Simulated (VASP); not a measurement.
# AlSi11O24 (a cell with a defect) in VASP: single point with PBE

Aim: the single point of AlSi11O24 (a cell with a defect) with PBE.

All numbers are computed with VASP 6.6.1; they aren't measurements. Logs are shortened: lines on timing, memory, paths and dates and some standing lists are left out, and cuts for length are marked.

### 1 The cell of the first run

The cell holds a defect, 36 atoms: a = 7.452 Å, b = 7.452 Å, c = 8.692 Å, α = 90.00°, β = 90.00°, γ = 95.34°.

### 2 Single point, PBE

INCAR reads:

```
PREC = Accurate
ENCUT = 520
EDIFF = 1E-7
ISMEAR = 0
SIGMA = 0.01
LREAL = Auto
LASPH = True
NELM = 60
ALGO = Normal
ISIF = 2
LWAVE = False
LCHARG = False
GGA = PE
NELECT = 192.0
NBANDS = 120
```

KPOINTS reads:

```
Automatic mesh
0
Gamma
  2 2 2
  0.5 0.5 0.5
```

POSCAR reads:

```
AlSi11O24
1.0
   -5.0184322244      0.0000000000     -5.5094999500
   -5.0184322244      0.0000000000      5.5094999500
    0.0000000000      8.6921795869      0.0000000000
Al Si O
1 11 24
Direct
    0.4460206664      0.7788959348      0.2312374273
    0.7021326933      0.0427520025      0.7388038573
    0.9517059088      0.2761603248      0.2390101247
    0.2066808258      0.5425816064      0.7380639949
    0.8659453839      0.8619854824      0.2649064181
    0.1184046017      0.1290498072      0.7643077671
    0.3625581144      0.3596947196      0.2615194592
    0.6251135960      0.6208696037      0.7628959128
    0.9351081523      0.5937055706      0.0048671287
    0.1807113065      0.8549838796      0.4990596954
    0.4277583974      0.0935802679     -0.0024946141
    0.6770654354      0.3457131499      0.4973153166
    0.3349075108      0.8902435922      0.3741310158
    0.5803521304      0.1396521291      0.8630326154
    0.8379948031      0.3734357912      0.3708465658
    0.0927718923      0.6259885615      0.8758749142
    0.9795954973      0.8595601774      0.4254330857
    0.2293430393      0.1218935475      0.9237559537
    0.4789323279      0.3513146860      0.4216623856
    0.7395907308      0.5998207871      0.9201256674
    0.3473133731      0.5604491134      0.2047978910
    0.6326876532      0.8316615737      0.7119360597
    0.8640681674      0.0721203949      0.2062768442
    0.1253155985      0.3363767530      0.7029358816
    0.9686776413      0.7538003241      0.1304914487
    0.2054048833      0.0076017591      0.6349597821
    0.4633048606      0.2434350320      0.1333307490
    0.7101543115      0.5047074293      0.6262702912
    0.1583097367      0.2654128449      0.2960824484
    0.4165035361      0.5440950997      0.7915053208
    0.6679912529      0.7692826058      0.2912669853
    0.9099417501      0.0549397436      0.7985581542
    0.9414418154      0.3948390567      0.0818589294
    0.1881861338      0.6576861002      0.5824668010
    0.4378283474      0.8928965667      0.0564262064
    0.6901779258      0.1488139817      0.5764815152
```

Potentials or basis: VASP PAW PBE potentials, release 64 (Al, Si, O).

Started as:

```console
$ cat potpaw_PBE.64/Al/POTCAR potpaw_PBE.64/Si/POTCAR potpaw_PBE.64/O/POTCAR > POTCAR
$ mpirun -np 1 vasp_std > vasp.out
```

OUTCAR:

```text
PREC = Accurate
   ENCUT = 520
   EDIFF = 1E-7
   ISMEAR = 0
   LREAL = Auto
   LASPH = True
   NELM = 60
   ISIF = 2
   GGA = PE
   NELECT = 192.0

 ion  position               nearest neighbor table
   1  0.446  0.779  0.231-  21 1.74  31 1.74  35 1.74  13 1.74  11 3.12   7 3.14  10 3.14   5 3.15

   2  0.702  0.043  0.739-  14 1.62  36 1.62  22 1.63  32 1.63  11 3.09  12 3.10   6 3.12
   3  0.952  0.276  0.239-  23 1.62  29 1.63  33 1.63  15 1.63   7 3.07   5 3.10  12 3.11   9 3.13

   4  0.207  0.543  0.738-  34 1.61  16 1.62  24 1.63  30 1.63   6 3.10   9 3.12   8 3.13  10 3.14

   5  0.866  0.862  0.265-  31 1.59  17 1.63  25 1.65  23 1.65   9 3.09   3 3.10  10 3.11   1 3.15

   6  0.118  0.129  0.764-  26 1.62  18 1.62  32 1.63  24 1.63   4 3.10  11 3.10   2 3.12  10 3.14

   7  0.363  0.360  0.262-  21 1.59  27 1.64  29 1.64  19 1.64   3 3.07  11 3.10  12 3.12   1 3.14

   8  0.625  0.621  0.763-  30 1.62  20 1.63  22 1.63  28 1.63   4 3.13  12 3.14   9 3.14
   9  0.935  0.594  0.005-  25 1.62  16 1.63  33 1.63  20 1.64   5 3.09   4 3.12   3 3.13   8 3.14

  10  0.181  0.855  0.499-  13 1.59  17 1.63  26 1.64  34 1.64   5 3.11   4 3.14   1 3.14   6 3.14

  11  0.428  0.094  0.998-  35 1.59  27 1.63  18 1.64  14 1.64   2 3.09   6 3.10   7 3.10   1 3.12

  12  0.677  0.346  0.497-  19 1.62  15 1.63  36 1.63  28 1.63   2 3.10   3 3.11   7 3.12   8 3.14

  13  0.335  0.890  0.374-  10 1.59   1 1.74
  14  0.580  0.140  0.863-   2 1.62  11 1.64
  15  0.838  0.373  0.371-  12 1.63   3 1.63
  16  0.093  0.626  0.876-   4 1.62   9 1.63
  17  0.980  0.860  0.425-  10 1.63   5 1.63
  18  0.229  0.122  0.924-   6 1.62  11 1.64
[... 16 lines left out ...]
  35  0.438  0.893  0.056-  11 1.59   1 1.74
  36  0.690  0.149  0.576-   2 1.62  12 1.63

  LATTYP: Found a base centered orthorhombic cell.
 ALAT       =    10.0368644488
 B/A-ratio  =     1.0978528161
 C/A-ratio  =     0.8660254038

  Lattice vectors:

 A1 = (  -5.0184322244,   0.0000000000,  -5.5094999500)
 A2 = (  -5.0184322244,   0.0000000000,   5.5094999500)
 A3 = (   0.0000000000,   8.6921795869,   0.0000000000)

Analysis of symmetry for initial positions (statically):
=====================================================================
 Subroutine PRICEL returns:
 Original cell was already a primitive cell.

 Routine SETGRP: Setting up the symmetry group for a
 base centered orthorhombic supercell.

 Subroutine GETGRP returns: Found  1 space group operations
 (whereof  1 operations were pure point group operations)
 out of a pool of  8 trial point group operations.

The static configuration has the point symmetry C_1 .

Analysis of symmetry for dynamics (positions and initial velocities):
=====================================================================
 Subroutine PRICEL returns:
 Original cell was already a primitive cell.

 Routine SETGRP: Setting up the symmetry group for a
 base centered orthorhombic supercell.

 Subroutine GETGRP returns: Found  1 space group operations
 (whereof  1 operations were pure point group operations)
 out of a pool of  8 trial point group operations.

The dynamic configuration has the point symmetry C_1 .

 Subroutine INISYM returns: Found  1 space group operations
 (whereof  1 operations are pure point group operations),
 and found     1 'primitive' translations

----------------------------------------------------------------------------------------

                                     Primitive cell

  volume of cell :     480.6611

  direct lattice vectors                    reciprocal lattice vectors
    -5.018432224  0.000000000 -5.509499950    -0.099632710  0.000000000 -0.090752338
    -5.018432224  0.000000000  5.509499950    -0.099632710  0.000000000  0.090752338
     0.000000000  8.692179587  0.000000000     0.000000000  0.115045943  0.000000000

  length of vectors
     7.452466148  7.452466148  8.692179587     0.134768927  0.134768927  0.115045943

  position of ions in fractional coordinates (direct lattice)
     0.446020666  0.778895935  0.231237427
     0.702132693  0.042752003  0.738803857
     0.951705909  0.276160325  0.239010125
     0.206680826  0.542581606  0.738063995
     0.865945384  0.861985482  0.264906418
     0.118404602  0.129049807  0.764307767
[... 28 lines left out ...]
     0.437828347  0.892896567  0.056426206
     0.690177926  0.148813982  0.576481515

  ion indices of the primitive-cell ions
   primitive index   ion index
                 1           1
                 2           2
                 3           3
                 4           4
                 5           5
                 6           6
[... 28 lines left out ...]
                35          35
                36          36

----------------------------------------------------------------------------------------

 KPOINTS: Automatic mesh

Automatic generation of k-mesh.
 Grid dimensions read from file:
 generate k-points for:    2    2    2

 Generating k-lattice:

  Cartesian coordinates                     Fractional coordinates (reciprocal lattice)
    -0.049816355  0.000000000 -0.045376169     0.500000000  0.000000000  0.000000000
    -0.049816355  0.000000000  0.045376169     0.000000000  0.500000000  0.000000000
     0.000000000  0.057522972  0.000000000     0.000000000  0.000000000  0.500000000

  Length of vectors
     0.067384463  0.067384463  0.057522972

  Shift w.r.t. Gamma in fractional coordinates (k-lattice)
     0.500000000  0.500000000  0.500000000

 Subroutine IBZKPT returns following result:
 ===========================================

 Found      4 irreducible k-points:

 Following reciprocal coordinates:
            Coordinates               Weight
  0.250000  0.250000  0.250000      2.000000
 -0.250000 -0.250000  0.250000      2.000000
 -0.250000  0.250000  0.250000      2.000000
  0.250000 -0.250000  0.250000      2.000000
   k-points           NKPTS =      4   k-points in BZ     NKDIM =      4   number of bands    NBANDS=    120
   number of dos      NEDOS =    301   number of ions     NIONS =     36
   total plane-waves  NPLWV = 219520
   dimension x,y,z NGX =    56 NGY =   56 NGZ =   70
   dimension x,y,z NGXF=   112 NGYF=  112 NGZF=  140
   ions per type =               1  11  24
   NGX,Y,Z   is equivalent  to a cutoff of  12.49, 12.49, 13.39 a.u.
   NGXF,Y,Z  is equivalent  to a cutoff of  24.98, 24.98, 26.78 a.u.
 SYSTEM =  unknown system
   PREC   = accura    normal or accurate (medium, high low for compatibility)
   ISTART =      0    job   : 0-new  1-cont  2-samecut
   ICHARG =      2    charge: 1-file 2-atom 10-const
   ISPIN  =      1    spin polarized calculation?
   LNONCOLLINEAR =      F non collinear calculations
   LSORBIT =      F    spin-orbit coupling
   LASPH  =      T    aspherical Exc in radial PAW
   ENCUT  =  520.0 eV  38.22 Ry    6.18 a.u.  13.86 13.86 16.16*2*pi/ulx,y,z
   NELM   =     60;   NELMIN=  2; NELMDL= -5     # of ELM steps
   EDIFF  = 0.1E-06   stopping-criterion for ELM
   LREAL  =      T    real-space projection
   EDIFFG = 0.1E-05   stopping-criterion for IOM
   NSW    =      0    number of steps for IOM
   IBRION =     -1    ionic relax: 0-MD 1-quasi-New 2-CG
   NFREE  =      0    steps in history (QN), initial steepest desc. (CG)
   ISIF   =      2    stress and relaxation
   ISYM   =      2    0-nonsym 1-usesym 2-fastsym
   POTIM  = 0.5000    time-step for ionic-motion
   TEBEG  =    0.0;   TEEND  =   0.0 temperature during run
   PSTRESS=    0.0 pullay stress
   NELECT =     192.0000    total number of electrons
   NUPDOWN=      -1.0000    fix difference up-down
   EMIN   =  10.00;   EMAX   =-10.00  energy-range for DOS
   EFERMI =   0.00;   METHOD = LEGACY
   ISMEAR =     0;   SIGMA  =   0.01  broadening in eV -4-tet -1-fermi 0-gaus
   EFERMI_NEDOS =   21; number of points for ismear=-14 and -15
   IALGO  =     38    algorithm
   IMIX   =      4    mixing-type and parameters
     AMIX     =   0.40;   BMIX     =  1.00
     AMIX_MAG =   1.60;   BMIX_MAG =  1.00
  volume/ion in A,a.u.               =      13.35        90.10
  Fermi-wavevector in a.u.,A,eV,Ry     =   1.205671  2.278388 19.778018  1.453643
  Thomas-Fermi vector in A             =   2.341361
   LORBIT       =      0    0 simple, 1 ext, 2 COOP (PROOUT), +10 PAW based schemes
   GGA     = PE    functional components
   LHFCALC =     F    Hartree Fock is set to
   AEXX    =    0.0000 exact exchange contribution
   IVDW    =     0    specifies the selected vdW correction
   LEPSILON=     F    determine dielectric tensor
   LRPA    =     F    only Hartree local field effects (RPA)
 non-spin polarized calculation
 Gauss-broadening in eV      SIGMA  =   0.01
  energy-cutoff  :      520.00
  volume of cell :      480.66
 maximum number of plane-waves:     12951
   NGX = 27   NGY = 27   NGZ = 33

 number of electron     191.9999994 magnetization

 Free energy of the ion-electron system (eV)
  ---------------------------------------------------
  ext. energy  EPLUGINS =         0.00000000
  ---------------------------------------------------
  free energy    TOTEN  =      -279.60500648 eV

  energy without entropy =     -279.60500648  energy(sigma->0) =     -279.60500648

 E-fermi :   1.2000     XC(G=0):  -8.9494

 val. band max:        1.0978326269   @ k =  -0.2500  -0.2500   0.2500
 cond. band min:       7.0296547539   @ k =  -0.2500   0.2500   0.2500
 fundamental gap:      5.9318221270
 Fermi energy:         1.2000326071

 k-point     1 :       0.2500    0.2500    0.2500
  band No.  band energies     occupation
      1     -18.5780      2.00000
      2     -18.3077      2.00000
      3     -18.2242      2.00000
      4     -18.1594      2.00000
      5     -17.8254      2.00000
      6     -17.6994      2.00000
[... 100 lines left out ...]
    107       9.9090      0.00000
    108       9.9692      0.00000

 k-point     2 :      -0.2500   -0.2500    0.2500
  band No.  band energies     occupation
      1     -18.5737      2.00000
      2     -18.3353      2.00000
      3     -18.2602      2.00000
      4     -18.0227      2.00000
      5     -17.9078      2.00000
      6     -17.6811      2.00000
[... 100 lines left out ...]
    107       9.8308      0.00000
    108      10.0075      0.00000

 k-point     3 :      -0.2500    0.2500    0.2500
  band No.  band energies     occupation
      1     -18.6008      2.00000
      2     -18.3099      2.00000
      3     -18.2240      2.00000
      4     -18.0653      2.00000
      5     -17.8123      2.00000
      6     -17.7350      2.00000
[... 100 lines left out ...]
    107       9.8032      0.00000
    108      10.0591      0.00000

 k-point     4 :       0.2500   -0.2500    0.2500
  band No.  band energies     occupation
      1     -18.6012      2.00000
      2     -18.3096      2.00000
      3     -18.2196      2.00000
      4     -18.0719      2.00000
      5     -17.8127      2.00000
      6     -17.7321      2.00000
[... 100 lines left out ...]
    107       9.8379      0.00000
    108       9.8725      0.00000
 [bands above 108 left out]

------------------------ aborting loop because EDIFF is reached ----------------------------------------

  FORCE on cell =-STRESS in cart. coord.  units (eV):
  Direction    XX          YY          ZZ          XY          YZ          ZX
  --------------------------------------------------------------------------------------
  -------------------------------------------------------------------------------------
  Total       10.7407414      9.1831163      9.9568651      1.4777446      0.2331335      0.3201546
  in kB       35.8018864     30.6098875     33.1890082      4.9257347      0.7770989      1.0671645
  external PRESSURE =      33.2002607 kB  Pullay stress =       0.0000000 kB

 VOLUME and BASIS-vectors are now :
 -----------------------------------------------------------------------------
  energy-cutoff  :      520.00
  volume of cell :      480.66
      direct lattice vectors                 reciprocal lattice vectors
    -5.018432224  0.000000000 -5.509499950    -0.099632710  0.000000000 -0.090752338
    -5.018432224  0.000000000  5.509499950    -0.099632710  0.000000000  0.090752338
     0.000000000  8.692179587  0.000000000     0.000000000  0.115045943  0.000000000

 POSITION                                       TOTAL-FORCE (eV/Angst)
 -----------------------------------------------------------------------------------
     -6.14716      2.00996      1.83398         0.003382     -0.016050      0.004374
     -3.73815      6.42182     -3.63286         0.012668     -0.012117     -0.011577
     -6.16196      2.07752     -3.72192         0.004119     -0.013590      0.012003
     -3.76012      6.41538      1.85065         0.002332      0.001059     -0.007566
     -8.67150      2.30261     -0.02182        -0.032193     -0.006847     -0.012713
     -1.24183      6.64350      0.05865         0.008387      0.008422      0.007912
[... 28 lines left out ...]
     -6.67815      0.49047      2.50720         0.031664      0.034728     -0.046083
     -4.21042      5.01088     -2.98264        -0.008657      0.000336      0.003395
 -----------------------------------------------------------------------------------
    total drift:                               -0.002695     -0.000417     -0.021312

  FREE ENERGIE OF THE ION-ELECTRON SYSTEM (eV)
  ---------------------------------------------------
  free  energy   TOTEN  =      -279.6050064822 eV

  energy  without entropy=     -279.6050064822  energy(sigma->0) =     -279.60500648
```

Run time: 6.6 min. Hardware: 1 thread of Intel Xeon Platinum 8488C (Sapphire Rapids), shared host; peak memory 0.55 GiB.

What came out:

* Free energy: -279.6050 eV
* Largest force: 0.074 eV/Å

Forces on the atoms (eV/Å):
```
Al   0.003 -0.016  0.004
Si   0.013 -0.012 -0.012
Si   0.004 -0.014  0.012
Si   0.002  0.001 -0.008
Si  -0.032 -0.007 -0.013
Si   0.008  0.008  0.008
Si   0.028  0.035 -0.035
Si   0.002  0.008 -0.003
Si  -0.005 -0.006 -0.001
Si   0.015  0.033  0.010
Si  -0.035 -0.008  0.030
Si  -0.020  0.003 -0.001
O   -0.028 -0.056 -0.040
O    0.011  0.008  0.012
O    0.005 -0.005 -0.003
O    0.010 -0.007 -0.003
O   -0.008 -0.004 -0.006
O   -0.013  0.006 -0.010
O   -0.001 -0.014  0.004
O   -0.010 -0.001 -0.001
O   -0.046 -0.012  0.045
O   -0.003  0.011  0.001
O    0.012  0.007 -0.013
O    0.002  0.010 -0.004
O   -0.003  0.017  0.015
O    0.014 -0.004 -0.007
O   -0.002  0.005  0.006
O    0.013 -0.001 -0.002
O   -0.009 -0.002 -0.007
O    0.006 -0.011  0.007
O    0.062 -0.004  0.034
O    0.001 -0.011  0.002
O   -0.005  0.008  0.002
O   -0.016 -0.003  0.017
O    0.032  0.035 -0.046
O   -0.009  0.000  0.003
```

Caveat: the cell carries a net charge on a neutralising background, which shifts energy and pressure; the cell is charged against a uniform background, so pressure and absolute levels hang on convention.
